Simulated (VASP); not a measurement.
Wanted: the native input for a VASP 6.6.1 run.

```yaml
Task: single point
Functional: r2SCAN
Potentials_or_basis: VASP PAW PBE potentials, release 64 (Mg, O)
Cutoff: 660 eV
k_mesh: 10 × 10 × 10
Occupations: gaussian, width 0.01 eV
Spin: no spin polarisation
Dipole_correction: no
Further_INCAR_settings: ALGO = Normal; EDIFF = 1e-06; NBANDS = 11
```

MgO:

```
Mg O
1.0
     0.00000    2.28201    2.28201
     2.32765    0.00000    2.28201
     2.32765    2.28201    0.00000
Mg O
1 1
Direct
  0.00000 0.00000 0.00000
  0.25000 0.25000 0.25000
```

This cell differs from its parent crystal: uniaxial x strain +2.0%.

These files were run (other wordings do the same):

POSCAR

```
MgO
1.0
    0.0000000000      2.2820056627      2.2820056627
    2.3276457760      0.0000000000      2.2820056627
    2.3276457760      2.2820056627      0.0000000000
Mg O
1 1
Direct
    0.0000000000      0.0000000000      0.0000000000
    0.2500000000      0.2500000000      0.2500000000
```

INCAR.step1

```
PREC     = Accurate       # precision mode
ENCUT    = 660            # plane-wave cutoff, eV
ISMEAR   = 0              # smearing method
SIGMA    = 0.01           # smearing width, eV
LREAL    = False          # projectors in reciprocal space
LASPH    = True           # aspherical terms in the spheres
NELM     = 120            # most SCF steps
NBANDS   = 11             # bands
GGA      = PE             # functional
ALGO     = Normal         # electronic algorithm
EDIFF    = 1E-5           # SCF threshold, eV
LWAVE    = True           # write WAVECAR
LCHARG   = False          # write CHGCAR
GGA_COMPAT= False
```

INCAR.step2

```
PREC     = Accurate       # precision mode
ENCUT    = 660            # plane-wave cutoff, eV
EDIFF    = 1E-6           # SCF threshold, eV
ISMEAR   = 0              # smearing method
SIGMA    = 0.01           # smearing width, eV
LREAL    = False          # projectors in reciprocal space
LASPH    = True           # aspherical terms in the spheres
NELM     = 120            # most SCF steps
ALGO     = Normal         # electronic algorithm
ISIF     = 2              # what is computed and relaxed
LWAVE    = False          # write WAVECAR
LCHARG   = False          # write CHGCAR
METAGGA  = R2SCAN         # meta-GGA
LMIXTAU  = True         
NBANDS   = 11             # bands
ISTART   = 1            
GGA_COMPAT= False
```

KPOINTS

```
Automatic mesh
0
Gamma
  10 10 10
```

Potentials or basis: VASP PAW PBE potentials, release 64 (Mg, O).

Launch:

```bash
$ cat potpaw_PBE.64/Mg/POTCAR potpaw_PBE.64/O/POTCAR > POTCAR
$ cp INCAR.step1 INCAR
$ mpirun -np 1 vasp_std > vasp.out
$ cp INCAR.step2 INCAR
$ mpirun -np 1 vasp_std > vasp.out
```

It gave:

The pressure is -3.2 GPa and the band gap on the k mesh is 4.19 eV, indirect (the least direct gap lies 2.7 meV higher).

Caveat: the cell differs from its parent crystal (uniaxial x strain +2.0%); the PAW data sets were made with another functional, which shifts forces and pressure a little.

It took 110 s on 1 thread of Intel(R) Xeon(R) Platinum 8259CL CPU @ 2.50GHz (Skylake/Cascade Lake), on a shared host, peak memory 0.19 GiB.
